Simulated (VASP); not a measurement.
Runs of VASP 6.6.1 on Al. The structure is that of space group Fm-3m (No. 225), or close to it. The cells are those of the table. 

| spin | cell | k mesh | smearing | gap on the mesh (eV) | pressure (GPa) |
| --- | --- | --- | --- | --- | --- |
| off | a = 2.824 Å, angles 60.0°, 1 atom | 14 × 14 × 14 | gaussian 0.3 eV | none | -0.5 |
| off | a = 2.824 Å, angles 60.0°, 1 atom | 14 × 14 × 14 | methfessel-paxton 0.03 eV | none | -0.7 |
| off | a = 2.824 Å, angles 60.0°, 1 atom | 22 × 22 × 22 | fermi-dirac 0.1 eV | none | -0.3 |
| off | a = 2.786 Å, angles 60.0°, 1 atom | 22 × 22 × 22 | fermi-dirac 0.1 eV | none | (a) |
| off | a = 2.824 Å, angles 60.0°, 1 atom | 14 × 14 × 14 | fermi-dirac 0.6 eV | none | 1.3 |
| off | a = 2.932 Å, angles 60.0°, 1 atom | 22 × 22 × 22 | fermi-dirac 0.1 eV | none | -8.3 |
| non-collinear, zero start, SOC | a = 2.824 Å, angles 60.0°, 1 atom | 14 × 14 × 14 | fermi-dirac 0.1 eV | - | -0.5 |
| off | a = 2.824 Å, angles 60.0°, 1 atom | 14 × 14 × 14 | gaussian 0.6 eV | none | (b) |
| off | a = 2.824 Å, angles 60.0°, 1 atom | 14 × 14 × 14 | gaussian 0.1 eV | none | -0.7 |
| off | a = 2.746 Å, angles 60.0°, 1 atom | 22 × 22 × 22 | fermi-dirac 0.1 eV | none | 8.9 |
| off | a = 2.824 Å, angles 60.0°, 1 atom | 14 × 14 × 14 | methfessel-paxton 0.1 eV | none | -0.7 |

Alike in all rows: task single point; level r2SCAN; potentials or basis VASP PAW PBE potentials, release 64 (Al); cutoff (eV) 520.

Q: Estimate the missing entries.

A: (a) 3.8; (b) -0.1.

Caveats: the PAW data sets were made with another functional, which shifts forces and pressure a little; so wide a smearing shifts energies and pressures (at least some runs); the cell stands under pressure (at least some runs); the cell stands under tension (at least some runs).

A gap of «none» marks levels without a gap at the run's occupations.
